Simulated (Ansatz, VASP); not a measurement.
## One calculation of Pd, two programs

```xyz
2
Lattice="0.0000 2.6474 2.6474 2.6474 0.0000 2.6474 2.6474 2.6474 0.0000" Properties=species:S:1:pos:R:3 pbc="T T T"
Pd    0.0000    0.0000    0.0000
Pd    2.6474    2.6474    2.6474
```

Alike in both runs: task single point; functional PBE; k mesh 12 × 12 × 12; occupations fermi-dirac, width 0.05 eV; collinear spin.

|  | VASP | Ansatz |
| --- | --- | --- |
| version | VASP 6.6.1 | Ansatz 0.2.0 |
| potentials or method | VASP PAW PBE potentials, release 64 (Pd), cutoff 520 eV | plane waves (420 eV) with PAW, scalar-relativistic |
| valence electrons in the cell | 20 | 36 |

Ansatz gave:

```
pressure (GPa)           : -4.1
net moment per atom (μB) : 0.00
```

**Question.** Which values does VASP return?

**Answer.** Pressure (GPa): -4.3; net moment per atom (μB): 0.00.

VASP's potentials hold 20 valence electrons a cell and Ansatz's 36, so a difference there can come from the potentials and not from the codes. Ansatz's warnings: seeded moment not kept.
